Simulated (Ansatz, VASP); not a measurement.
# Two plane-wave programs on MgS

Contents of POSCAR:

```
MgS
1.0
    0.0000000000      2.6015176528      2.6015176528
    2.6015176528      0.0000000000      2.6015176528
    2.6015176528      2.6015176528      0.0000000000
Mg S
1 1
Direct
    0.0000000000      0.0000000000      0.0000000000
    0.5000000000      0.5000000000      0.5000000000
```

Contents of INCAR.step1:

```
SYSTEM = MgS
ALGO = Normal
EDIFF = 1E-5
ENCUT = 520
GGA = PE
ISIF = 2
ISMEAR = 0
LASPH = .True.
LCHARG = .False.
LREAL = .False.
LWAVE = .True.
NBANDS = 11
NELM = 80
PREC = Accurate
SIGMA = 0.01
```

Contents of INCAR.step2:

```
SYSTEM = MgS
AEXX = 1.0
AGGAC = 0.0
ALDAC = 0.0
ALGO = Normal
EDIFF = 1E-7
ENCUT = 520
GGA = PE
ISIF = 2
ISMEAR = 0
ISTART = 1
LASPH = .True.
LCHARG = .False.
LHFCALC = .True.
LREAL = .False.
LWAVE = .False.
NBANDS = 11
NELM = 80
PREC = Accurate
PRECFOCK = Normal
SIGMA = 0.01
```

Contents of KPOINTS:

```
k-points
0
Gamma
  6 6 6
  0 0 0
```

Input for Ansatz:

```yaml
crystal:
  lattice:
    - [0.0, 2.6015176528, 2.6015176528]
    - [2.6015176528, 0.0, 2.6015176528]
    - [2.6015176528, 2.6015176528, 0.0]
  atoms:
    - { symbol: Mg, position: [0.0, 0.0, 0.0] }
    - { symbol: S, position: [0.5, 0.5, 0.5] }
kpoints:
  mp_grid: { grid: [6, 6, 6] }
  band_path:
    path:
      - [0.0, 0.0, 0.0]
      - [0.5, 0.0, 0.5]
      - [0.625, 0.25, 0.625]
      - [0.375, 0.375, 0.75]
      - [0.5, 0.5, 0.5]
      - [0.5, 0.25, 0.75]
      - [0.0, 0.5, 0.5]
    npoints: 1
hamiltonian:
  xc: hf
scf:
  occupations: { method: fixed }
  n_extra_bands: 4
output:
  forces: true
  stress: true
  eigenvalues: true
```

Alike in both runs: task single point; functional HF; k mesh 6 × 6 × 6; no spin polarisation.

|  | VASP | Ansatz |
| --- | --- | --- |
| version | VASP 6.6.1 | Ansatz 0.2.0 |
| potentials or method | VASP PAW PBE potentials, release 64 (Mg, S) | plane waves, PAW |
| plane-wave cutoff (eV) | 520 | 420 |
| occupations | gaussian, width 0.01 eV | fixed |
| valence electrons in the cell | 8 | 16 |

```tsv
	VASP	Ansatz	Ansatz less VASP
gap on the k mesh at the Fermi level (eV)	10.16	10.33	+0.171
pressure (GPa)	3.5	4.0	+0.44
```

VASP's potentials were made for PBE, not for HF. VASP's potentials hold 8 valence electrons a cell and Ansatz's 16, so a difference there can come from the potentials and not from the codes. Ansatz's warnings: stress exchange threshold loose, stress scf threshold loose.
